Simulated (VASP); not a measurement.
Write the native input for VASP 6.6.1 that does the following.

| Quantity | Value |
| --- | --- |
| Task | single point |
| Functional | r2SCAN |
| Potentials or basis | VASP PAW PBE potentials, release 64 (Pt) |
| Cutoff | 550 eV |
| k mesh | 20 × 20 × 20 |
| Occupations | fermi-dirac, width 0.05 eV |
| Spin | collinear spin |
| Starting moments | [1.0] μB |
| Dipole correction | no |
| Further INCAR settings | ALGO = Normal; EDIFF = 1e-06; NBANDS = 15 |

Pt:

```
CELL_PARAMETERS angstrom
2.60339 0.00000 0.00000
0.00000 2.60339 0.00000
0.00000 0.00000 2.60339
ATOMIC_POSITIONS crystal
Pt 0.00000 0.00000 0.00000
```

This isn't the form of Pt at room conditions, which is fcc.

These files were run (other wordings do the same):

POSCAR

```
Pt
1.0
    2.6033874488      0.0000000000      0.0000000000
    0.0000000000      2.6033874488      0.0000000000
    0.0000000000      0.0000000000      2.6033874488
Pt
1
Direct
    0.0000000000      0.0000000000      0.0000000000
```

INCAR.step1

```
SYSTEM = Pt
PREC     = Accurate       ! precision mode
ENCUT    = 550            ! plane-wave cutoff, eV
ISMEAR   = -1             ! smearing method
SIGMA    = 0.05           ! smearing width, eV
LREAL    = .False.        ! projectors in reciprocal space
LASPH    = .True.         ! aspherical terms in the spheres
NELM     = 200            ! most SCF steps
ISPIN    = 2              ! spin polarisation
MAGMOM   = 1              ! initial moments
LMAXMIX  = 4              ! l up to which the mixer works
NBANDS   = 15             ! bands
GGA      = PE             ! functional
ALGO     = Normal         ! electronic algorithm
EDIFF    = 1E-5           ! SCF threshold, eV
LWAVE    = .True.         ! write WAVECAR
LCHARG   = .False.        ! write CHGCAR
GGA_COMPAT= .False.
```

INCAR.step2

```
SYSTEM = Pt
PREC     = Accurate       ! precision mode
ENCUT    = 550            ! plane-wave cutoff, eV
EDIFF    = 1E-6           ! SCF threshold, eV
ISMEAR   = -1             ! smearing method
SIGMA    = 0.05           ! smearing width, eV
LREAL    = .False.        ! projectors in reciprocal space
LASPH    = .True.         ! aspherical terms in the spheres
NELM     = 200            ! most SCF steps
ALGO     = Normal         ! electronic algorithm
ISIF     = 2              ! what is computed and relaxed
LWAVE    = .False.        ! write WAVECAR
LCHARG   = .False.        ! write CHGCAR
ISPIN    = 2              ! spin polarisation
MAGMOM   = 1              ! initial moments
LORBIT   = 11             ! projections on sites
LMAXMIX  = 4              ! l up to which the mixer works
METAGGA  = R2SCAN         ! meta-GGA
LMIXTAU  = .True.       
NBANDS   = 15             ! bands
ISTART   = 1            
GGA_COMPAT= .False.
```

KPOINTS

```
Automatic mesh
0
Gamma
  20 20 20
  0 0 0
```

Potentials or basis: VASP PAW PBE potentials, release 64 (Pt).

Command:

```bash
$ cat potpaw_PBE.64/Pt/POTCAR > POTCAR
$ cp INCAR.step1 INCAR
$ mpirun -np 1 vasp_std > vasp.out
$ cp INCAR.step2 INCAR
$ mpirun -np 1 vasp_std > vasp.out
```

It gave:

```
Pressure                                              : 0.5 GPa
Band gap on the k mesh                                : zero (filled and empty bands overlap)
Net moment                                            : 0.00 μB per cell
Valence electrons inside the program's atomic spheres : Pt 9.26
```

Caveat: the PAW data sets were made with another functional, which shifts forces and pressure a little; spin-orbit coupling is left out, which moves the levels of the heavy elements.

Run time: 6.7 min on 1 thread of Oxide Virtual Turin-like Processor, on a shared host, peak memory 0.2 GiB.
